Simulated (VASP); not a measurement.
# SnO2 (Pnnm) in VASP: a series of runs, part 2 of 2

VASP 6.6.1.

## Step 5: Single point, LDA

This run uses another cell than the first one, of 12.17 Å³/atom.

INCAR reads:

```
PREC = Accurate
ENCUT = 520
EDIFF = 1E-7
ISMEAR = 0
SIGMA = 0.02
LREAL = False
LASPH = True
NELM = 100
ALGO = Normal
ISIF = 2
LWAVE = False
LCHARG = False
NBANDS = 35
```

KPOINTS reads:

```
regular mesh
0
Gamma
  6 6 8
```

POSCAR reads:

```
SnO2
1.0
    4.8156969079      0.0000000000      0.0000000000
    0.0000000000      4.8187314121      0.0000000000
    0.0000000000      0.0000000000      3.1477120660
Sn O
2 4
Direct
    0.5000000000      0.5000000000      0.5000000000
    0.0000000000      0.0000000000      0.0000000000
    0.3058985187      0.3063661525      0.0000000000
    0.8058985187      0.1936338475      0.5000000000
    0.1941014813      0.8063661525      0.5000000000
    0.6941014813      0.6936338475      0.0000000000
```

Potentials or basis: VASP PAW LDA potentials, release 64 (Sn_d, O).

Launch:

```sh
$ cat potpaw_LDA.64/Sn_d/POTCAR potpaw_LDA.64/O/POTCAR > POTCAR
$ mpirun -np 1 vasp_std > vasp.out
```

OUTCAR:

```text
PREC = Accurate
   ENCUT = 520
   EDIFF = 1E-7
   ISMEAR = 0
   LREAL = False
   LASPH = True
   NELM = 100
   ISIF = 2

 ion  position               nearest neighbor table
   1  0.500  0.500  0.500-   3 2.05   6 2.05   3 2.05   6 2.05   5 2.09   4 2.09   2 3.75   2 3.75
                             2 3.75   2 3.75   2 3.75   2 3.75   2 3.75   2 3.75
   2  0.000  0.000  0.000-   4 2.05   5 2.05   4 2.05   5 2.05   3 2.09   6 2.09   1 3.75   1 3.75
                             1 3.75   1 3.75   1 3.75   1 3.75   1 3.75   1 3.75
   3  0.306  0.306  0.000-   1 2.05   1 2.05   2 2.09
   4  0.806  0.194  0.500-   2 2.05   2 2.05   1 2.09
   5  0.194  0.806  0.500-   2 2.05   2 2.05   1 2.09
   6  0.694  0.694  0.000-   1 2.05   1 2.05   2 2.09

  LATTYP: Found a simple orthorhombic cell.
 ALAT       =     3.1477120660
 B/A-ratio  =     1.5299038816
 C/A-ratio  =     1.5308679165

  Lattice vectors:

 A1 = (   0.0000000000,   0.0000000000,   3.1477120660)
 A2 = (   4.8156969079,   0.0000000000,   0.0000000000)
 A3 = (   0.0000000000,   4.8187314121,   0.0000000000)

Analysis of symmetry for initial positions (statically):
=====================================================================
 Subroutine PRICEL returns:
 Original cell was already a primitive cell.

 Routine SETGRP: Setting up the symmetry group for a
 simple orthorhombic supercell.

 Subroutine GETGRP returns: Found  8 space group operations
 (whereof  4 operations were pure point group operations)
 out of a pool of  8 trial point group operations.

The static configuration has the point symmetry C_2h.
 The point group associated with its full space group is D_2h.

Analysis of symmetry for dynamics (positions and initial velocities):
=====================================================================
 Subroutine PRICEL returns:
 Original cell was already a primitive cell.

[... 131 lines left out ...]
   ISMEAR =     0;   SIGMA  =   0.02  broadening in eV -4-tet -1-fermi 0-gaus
   EFERMI_NEDOS =   21; number of points for ismear=-14 and -15
   IALGO  =     38    algorithm
   IMIX   =      4    mixing-type and parameters
     AMIX     =   0.40;   BMIX     =  1.00
     AMIX_MAG =   1.60;   BMIX_MAG =  1.00
  volume/ion in A,a.u.               =      12.17        82.15
  Fermi-wavevector in a.u.,A,eV,Ry     =   1.461774  2.762353 29.072713  2.136784
  Thomas-Fermi vector in A             =   2.578066
   LORBIT       =      0    0 simple, 1 ext, 2 COOP (PROOUT), +10 PAW based schemes
   GGA     = CA    functional components
   LHFCALC =     F    Hartree Fock is set to
   AEXX    =    0.0000 exact exchange contribution
   IVDW    =     0    specifies the selected vdW correction
   LEPSILON=     F    determine dielectric tensor
   LRPA    =     F    only Hartree local field effects (RPA)
 non-spin polarized calculation
 Gauss-broadening in eV      SIGMA  =   0.02
  energy-cutoff  :      520.00
  volume of cell :       73.04
 maximum number of plane-waves:      2024
 NGX is ok and might be reduce to    36
   NGX = 17   NGY = 17   NGZ = 11

 number of electron      52.0000004 magnetization

 Free energy of the ion-electron system (eV)
  ---------------------------------------------------
  ext. energy  EPLUGINS =         0.00000000
  ---------------------------------------------------
  free energy    TOTEN  =       -42.23553981 eV

  energy without entropy =      -42.23553981  energy(sigma->0) =      -42.23553981

 E-fermi :   5.7304     XC(G=0): -11.6802

 val. band max:        5.6119394449   @ k =   0.0000   0.0000   0.0000
 cond. band min:       6.6179422409   @ k =   0.0000   0.0000   0.0000
 fundamental gap:      1.0060027961
 Fermi energy:         5.7304126769

 k-point     1 :       0.0000    0.0000    0.0000
  band No.  band energies     occupation
      1     -15.3886      2.00000
      2     -14.7215      2.00000
      3     -14.4077      2.00000
      4     -14.3853      2.00000
      5     -14.3852      2.00000
      6     -14.2670      2.00000
[... 901 lines left out ...]
     34      17.4780      0.00000
     35      17.7570      0.00000

 [... further k-points ...]
[... 5 lines left out ...]
  --------------------------------------------------------------------------------------
  -------------------------------------------------------------------------------------
  Total       -2.3193834     -2.3351882      0.6215317      0.0000000      0.0000000      0.0000000
  in kB      -50.8740432    -51.2207112     13.6328610      0.0000000      0.0000000      0.0000000
  external PRESSURE =     -29.4872978 kB  Pullay stress =       0.0000000 kB

 VOLUME and BASIS-vectors are now :
 -----------------------------------------------------------------------------
  energy-cutoff  :      520.00
  volume of cell :       73.04
      direct lattice vectors                 reciprocal lattice vectors
     4.815696908  0.000000000  0.000000000     0.207654265  0.000000000  0.000000000
     0.000000000  4.818731412  0.000000000     0.000000000  0.207523498  0.000000000
     0.000000000  0.000000000  3.147712066     0.000000000  0.000000000  0.317691065

 POSITION                                       TOTAL-FORCE (eV/Angst)
 -----------------------------------------------------------------------------------
      2.40785      2.40937      1.57386        -0.000000      0.000000      0.000000
      0.00000      0.00000      0.00000        -0.000000      0.000000      0.000000
      1.47311      1.47630      0.00000        -0.024605     -0.025736      0.000000
      3.88096      0.93307      1.57386        -0.024605      0.025736      0.000000
      0.93473      3.88566      1.57386         0.024605     -0.025736      0.000000
      3.34258      3.34244      0.00000         0.024605      0.025736      0.000000
 -----------------------------------------------------------------------------------
    total drift:                                0.000000      0.000000      0.000000

  FREE ENERGIE OF THE ION-ELECTRON SYSTEM (eV)
  ---------------------------------------------------
  free  energy   TOTEN  =       -42.2355398131 eV

  energy  without entropy=      -42.2355398131  energy(sigma->0) =      -42.23553981
```

stdout:

```text
POSCAR found type information on POSCAR SnO
 POSCAR found :  2 types and       6 ions
 scaLAPACK will be used
 LDA part: xc-table for (Slater(with rela. corr.)+CA(PZ))
 , standard interpolation
 POSCAR, INCAR and KPOINTS ok, starting setup
 FFT: planning ... GRIDC
 FFT: planning ... GRID_SOFT
 FFT: planning ... GRID
 WAVECAR not read
 entering main loop
```

It took 83 s on 1 thread of Intel Xeon Platinum 8488C (Sapphire Rapids), shared host; peak memory 0.26 GiB.

Results:

```yaml
Free_energy: -42.2355 eV
Pressure: -2.9 GPa
Largest_force: 0.036 eV/Å
Band_gap_on_the_k_mesh: 1.01 eV
```

Forces in eV/Å, atoms in the order of the input:
```
Sn   0.000  0.000  0.000
Sn   0.000  0.000  0.000
O   -0.025 -0.026  0.000
O   -0.025  0.026  0.000
O    0.025 -0.026  0.000
O    0.025  0.026  0.000
```

Stress tensor (GPa, compression positive):
```
-5.09  0.00  0.00
 0.00 -5.12  0.00
 0.00  0.00  1.36
```

Caveat: spin-orbit coupling is left out, which moves the levels of the heavy elements.

## Step 6: Summary

| task | cell | k mesh | cutoff (eV) | smearing | gap on the mesh (eV) | pressure (GPa) | largest force (eV/Å) |
| --- | --- | --- | --- | --- | --- | --- | --- |
| single point | a = 4.721, b = 4.724, c = 3.190 Å, 6 atoms, atomic positions A | 6 × 6 × 8 | 520 | gaussian 0.05 eV | 1.20 | 1.1 | 0.02 |
| relaxation of cell and atoms | relaxed from a = 4.788, b = 4.867, c = 3.241 Å, 6 atoms, atomic positions B | 4 × 4 × 6 | 600 | gaussian 0.1 eV | 1.20 | 0.3 | 0.04 |
| single point | a = 4.816, b = 4.819, c = 3.152 Å, 6 atoms, atomic positions A | 6 × 6 × 8 | 520 | gaussian 0.02 eV | 0.99 | -3.3 | 0.02 |
| single point | a = 4.816, b = 4.819, c = 3.148 Å, 6 atoms, atomic positions A | 6 × 6 × 8 | 520 | gaussian 0.02 eV | 1.01 | -2.9 | 0.04 |

Alike in all rows: level LDA; potentials or basis VASP PAW LDA potentials, release 64 (Sn_d, O); no spin polarisation.

Caveats: spin-orbit coupling is left out, which moves the levels of the heavy elements; the relaxation stopped at a loose force limit of 0.05 eV/Å, so its end isn't a converged minimum (at least some runs); the cell stands under tension (at least some runs).

Absolute energies hang on the potentials; compare differences alone.
